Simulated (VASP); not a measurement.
Here is a VASP 6.6.1 calculation.

Contents of INCAR:

```
SYSTEM = Rb
PREC     = Accurate       ! precision mode
ENCUT    = 520            ! plane-wave cutoff, eV
EDIFF    = 1E-6           ! SCF threshold, eV
ISMEAR   = 0              ! smearing method
SIGMA    = 0.15           ! smearing width, eV
LREAL    = .FALSE.        ! projectors in reciprocal space
LASPH    = .TRUE.         ! aspherical terms in the spheres
NELM     = 100            ! most SCF steps
ALGO     = Fast           ! electronic algorithm
ISIF     = 2              ! what is computed and relaxed
LWAVE    = .FALSE.        ! write WAVECAR
LCHARG   = .FALSE.        ! write CHGCAR
GGA      = PE             ! functional
NBANDS   = 10             ! bands
```

Contents of KPOINTS:

```
regular mesh
0
G
  14 14 14
  0 0 0
```

POSCAR

```
Rb
1.0
   -3.1103122477      2.8140920337      2.8140920337
    2.8140920337     -3.1103122477      2.8140920337
    2.8140920337      2.8140920337     -3.1103122477
Rb
1
Direct
    0.0000000000      0.0000000000      0.0000000000
```

Potentials or basis: VASP PAW PBE potentials, release 64 (Rb_sv).

Launch:

```sh
$ cat potpaw_PBE.64/Rb_sv/POTCAR > POTCAR
$ mpirun -np 1 vasp_std > vasp.out
```

(1) What does it give for the band gap on the k mesh?

(2) Predict the pressure.

Results:

(1) zero (an odd number of electrons rules out a gap without spin polarisation).

(2) 0.1 GPa.
